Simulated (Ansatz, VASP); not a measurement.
## One calculation of Al2Au, two programs

The input INCAR:

```
PREC     = Accurate       # precision mode
ENCUT    = 520            # plane-wave cutoff, eV
EDIFF    = 1E-7           # SCF threshold, eV
ISMEAR   = -1             # smearing method
SIGMA    = 0.05           # smearing width, eV
LREAL    = False          # projectors in reciprocal space
LASPH    = True           # aspherical terms in the spheres
NELM     = 100            # most SCF steps
ALGO     = Normal         # electronic algorithm
ISIF     = 2              # what is computed and relaxed
LWAVE    = False          # write WAVECAR
LCHARG   = True           # write CHGCAR
GGA      = CA             # functional
LELF     = True           # ELF
LVHAR    = True         
NBANDS   = 16             # bands
```

The input KPOINTS:

```
Automatic mesh
0
Gamma
  11 11 11
```

File POSCAR:

```
Al2Au
1.0
    0.0000000000      3.0588384673      3.0588384673
    3.0588384673      0.0000000000      3.0588384673
    3.0588384673      3.0588384673      0.0000000000
Al Au
2 1
Direct
    0.2500000000      0.2500000000      0.2500000000
    0.7500000000      0.7500000000      0.7500000000
    0.0000000000      0.0000000000      0.0000000000
```

Input for Ansatz:

```yaml
crystal:
  lattice:
    - [0.0, 3.0588384673, 3.0588384673]
    - [3.0588384673, 0.0, 3.0588384673]
    - [3.0588384673, 3.0588384673, 0.0]
  atoms:
    - { symbol: Al, position: [0.25, 0.25, 0.25] }
    - { symbol: Al, position: [0.75, 0.75, 0.75] }
    - { symbol: Au, position: [0.0, 0.0, 0.0] }
kpoints:
  mp_grid: { grid: [11, 11, 11] }
  band_path:
    path:
      - [0.0, 0.0, 0.0]
      - [0.5, 0.0, 0.5]
      - [0.625, 0.25, 0.625]
      - [0.375, 0.375, 0.75]
      - [0.0, 0.0, 0.0]
      - [0.5, 0.5, 0.5]
      - [0.5, 0.25, 0.75]
      - [0.5, 0.0, 0.5]
    npoints: 5
scf:
  occupations: { method: fermi_dirac, width: 0.05 }
hamiltonian:
  xc: lda
  pseudopotentials: { kind: all_electron, lapw: { basis_error: 0.0005 } }
output:
  forces: true
  stress: true
  eigenvalues: true
```

Change from the starting cell: volume scaled by 1.06.

Alike in both runs: task single point; functional LDA; k mesh 11 × 11 × 11; occupations fermi-dirac, width 0.05 eV; no spin polarisation.

|  | VASP | Ansatz |
| --- | --- | --- |
| version | VASP 6.6.1 | Ansatz 0.2.0 |
| potentials or method | VASP PAW LDA potentials, release 64 (Al, Au), cutoff 520 eV | all-electron LAPW, scalar-relativistic |

VASP gave:

| Property | Result |
| --- | --- |
| pressure (GPa) | -7.8 |

Problem. Estimate Ansatz's values.

Solution. Pressure (GPa): -8.0.

LDA's correlation is that of Perdew and Zunger in VASP and of Perdew and Wang (1992) in Ansatz. Ansatz ran all-electron here, and VASP with PAW potentials.

Neither program's run includes spin-orbit coupling.
